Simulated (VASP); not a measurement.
Here is a VASP 6.6.1 calculation.

The input INCAR:

```
  PREC = Accurate
  ENCUT = 520
  EDIFF = 1E-7
  ISMEAR = -1
  SIGMA = 0.05
  LREAL = F
  LASPH = T
  NELM = 150
  ALGO = Fast
  ISIF = 2
  LWAVE = F
  LCHARG = F
  ISPIN = 2
  MAGMOM = 3
  LORBIT = 11
  LMAXMIX = 4
  GGA = PE
  NBANDS = 14
```

Contents of KPOINTS:

```
Automatic mesh
0
Gamma
  11 11 11
```

File POSCAR:

```
Fe
1.0
   -1.4285700000      1.4285700000      1.4430000000
    1.4285700000     -1.4285700000      1.4430000000
    1.4285700000      1.4285700000     -1.4430000000
Fe
1
Direct
    0.0000000000      0.0000000000      0.0000000000
```

Potentials or basis: VASP PAW PBE potentials, release 64 (Fe).

Run with:

```sh
$ cat potpaw_PBE.64/Fe/POTCAR > POTCAR
$ mpirun -np 1 vasp_std > vasp.out
```

Problem. Estimate the net moment.

Solution. 2.26 μB per cell.

Problem. Predict the pressure.

Solution. -6.3 GPa.

Problem. What does it give for the site moments?

Solution. Fe +2.26 μB.

Stress tensor (GPa, compression positive):
```
-5.85  0.00  0.00
 0.00 -5.85  0.00
 0.00  0.00 -7.14
```
